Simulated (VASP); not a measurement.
Runs of VASP 6.6.1 on EuRu3. The structure is that of space group Pm-3m (No. 221), or close to it. The cells are those of the table. 

```csv
spin,cell,k mesh,gap on the mesh (eV),pressure (GPa),moment (μB)
"collinear, ferrimagnetic start","a = 4.090 Å, 4 atoms",4 × 4 × 4,none,-0.5,(c)
"collinear, ferrimagnetic start","a = 4.084 Å, 4 atoms",4 × 4 × 4,none,(a),4.70
"collinear, ferromagnetic start","a = 4.253 Å, 4 atoms",3 × 3 × 3,none,-10.4,(b)
"collinear, ferromagnetic start","a = 4.253 Å, 4 atoms",4 × 4 × 4,none,-12.7,4.18
```

Alike in all rows: task single point; level PBE+U; potentials or basis VASP PAW PBE potentials, release 64 (Eu, Ru_pv); Eu f U = 6.0 eV; cutoff (eV) 520; smearing gaussian 0.05 eV.

**Question.** Fill in the values left out.

**Answer.** (a) 0.1; (b) 2.63; (c) 4.69.

Caveats: all runs use coarse meshes; spin-orbit coupling is left out, which moves the levels of the heavy elements.

A k mesh can miss the band edges, and the runs leave out spin-orbit coupling on Eu, Ru.

A gap of «none» marks levels without a gap at the run's occupations.
